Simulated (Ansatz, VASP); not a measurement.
# Ti in VASP and in Ansatz

```xyz
1
Lattice="0.0000 1.9599 1.9599 1.9599 0.0000 1.9599 1.9599 1.9599 0.0000" Properties=species:S:1:pos:R:3 pbc="T T T"
Ti    0.0000    0.0000    0.0000
```

Alike in both runs: task single point; functional r2SCAN; k mesh 12 × 12 × 12; occupations fermi-dirac, width 0.1 eV; no spin polarisation.

|  | VASP | Ansatz |
| --- | --- | --- |
| version | VASP 6.6.1 | Ansatz 0.2.0 |
| potentials or method | VASP PAW PBE potentials, release 64 (Ti_sv), cutoff 520 eV | plane waves, PAW |
| valence electrons in the cell | 12 | 12 |

Ansatz gave:

- pressure (GPa): 20.1

Task: Estimate VASP's values.

Result: Pressure (GPa): 20.7.

VASP's potentials were made for PBE, not for r2SCAN. Ansatz's warnings: stress scf threshold loose.
